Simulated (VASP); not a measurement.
Runs of VASP 6.6.1 on ZrC. The structure is that of space group P-6m2 (No. 187), or close to it. The cells are those of the table. 

| level | potentials or basis | cell | gap on the mesh (eV) | pressure (GPa) |
| --- | --- | --- | --- | --- |
| PBE | VASP PAW PBE potentials, release 64 (Zr_sv, C) | a = 3.200, b = 3.200, c = 2.901 Å, angles 90.0, 90.0, 120.0°, 2 atoms | none | 11.8 |
| PBE | VASP PAW PBE potentials, release 64 (Zr_sv, C) | a = 3.318, b = 3.318, c = 2.968 Å, angles 90.0, 90.0, 120.0°, 2 atoms | none | (b) |
| LDA | VASP PAW LDA potentials, release 64 (Zr_sv, C) | a = 3.270, b = 3.270, c = 2.940 Å, angles 90.0, 90.0, 120.0°, 2 atoms | none | -8.6 |
| PBE | VASP PAW PBE potentials, release 64 (Zr_sv, C) | a = 3.270, b = 3.270, c = 2.940 Å, angles 90.0, 90.0, 120.0°, 2 atoms | none | 0.2 |
| PBE | VASP PAW PBE potentials, release 64 (Zr_sv, C) | a = 3.294, b = 3.294, c = 2.954 Å, angles 90.0, 90.0, 120.0°, 2 atoms | none | (a) |
| PBE | VASP PAW PBE potentials, release 64 (Zr_sv, C) | a = 3.354, b = 3.354, c = 2.988 Å, angles 90.0, 90.0, 120.0°, 2 atoms | none | -10.7 |
| PBE | VASP PAW PBE potentials, release 64 (Zr_sv, C) | a = 3.219, b = 3.219, c = 2.911 Å, angles 90.0, 90.0, 120.0°, 2 atoms | none | 8.4 |

Alike in all rows: task single point; no spin polarisation; k mesh 12 × 12 × 12; cutoff (eV) 520; smearing gaussian 0.05 eV.

**Question.** Estimate the missing entries.

**Answer.** (a) -3.3; (b) -6.5.

Caveats: the cell stands under tension (at least some runs); the cell stands under pressure (at least some runs).

A k mesh can miss the band edges, and the runs leave out spin-orbit coupling on Zr.

A gap of «none» marks levels without a gap at the run's occupations.
